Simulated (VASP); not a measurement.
Co, 2 atoms in the cell. It takes space group P6_3/mmc (No. 194, hexagonal). The conventional cell has a = 2.511 Å, b = 2.511 Å, c = 4.045 Å, α = 90.00°, β = 90.00°, γ = 120.00°. Within 3.3 Å of Co (site symmetry -6m2) lie 12 Co at 2.49 to 2.51 Å. 

* Program: VASP 6.6.1
* Task: single point
* Functional: RPBE
* Potentials or basis: VASP PAW PBE potentials, release 64 (Co)
* Cutoff: 520 eV
* k mesh: 24 × 24 × 13
* Occupations: fermi-dirac, width 0.1 eV
* Spin: no spin polarisation
* Dipole correction: no
* Further INCAR settings: ALGO = Normal; EDIFF = 1e-06; NBANDS = 16

Potentials or basis: VASP PAW PBE potentials, release 64 (Co).

Launch:

```console
$ cat potpaw_PBE.64/Co/POTCAR > POTCAR
$ mpirun -np 1 vasp_std > vasp.out
```

Hardware: 1 thread of Intel(R) Xeon(R) 6975P-C (Granite Rapids), with other jobs on the host.

Question: Estimate the wall time of this run.

Answer: Wall time 52 s on 1 thread of Intel(R) Xeon(R) 6975P-C (Granite Rapids), on a shared host, peak memory 0.24 GiB. Counts: scf iterations 13, k points 427.
